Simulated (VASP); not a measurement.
Here is a VASP 6.6.1 calculation.

Contents of INCAR:

```
PREC = Accurate ; ENCUT = 520
EDIFF = 1E-7 ; ISMEAR = 0
SIGMA = 0.1 ; LREAL = False
LASPH = True ; NELM = 100
ALGO = Normal ; ISIF = 2
LWAVE = False ; LCHARG = False
GGA = PE ; NBANDS = 26
```

KPOINTS

```
regular mesh
0
Gamma
  6 6 6
```

Contents of POSCAR:

```
AlN
1.0
   -2.0354807691      2.0354807691      4.0697189289
    2.0354807691     -2.0354807691      4.0697189289
    2.0354807691      2.0354807691     -4.0697189289
Al N
4 4
Direct
    0.6250002444      0.6250000000      0.5000002444
    0.1249997556      0.1250000000      0.4999997556
    0.3750000000      0.8750002444      0.0000002444
    0.8750000000      0.3749997556      0.9999997556
    0.3750000000      0.3750028693      0.5000028693
    0.8750000000      0.8749971307      0.4999971307
    0.1250028693      0.6250000000      1.0000028693
    0.6249971307      0.1250000000     -0.0000028693
```

Potentials or basis: VASP PAW PBE potentials, release 64 (Al, N).

Run with:

```bash
$ cat potpaw_PBE.64/Al/POTCAR potpaw_PBE.64/N/POTCAR > POTCAR
$ mpirun -np 1 vasp_std > vasp.out
```

What does it give for the pressure?

-0.3 GPa.

What does it give for the band gap on the k mesh?

4.41 eV.

Stress tensor (GPa, compression positive):
```
-0.30  0.00  0.00
 0.00 -0.30  0.00
 0.00  0.00 -0.22
```

A k mesh can miss the band edges.
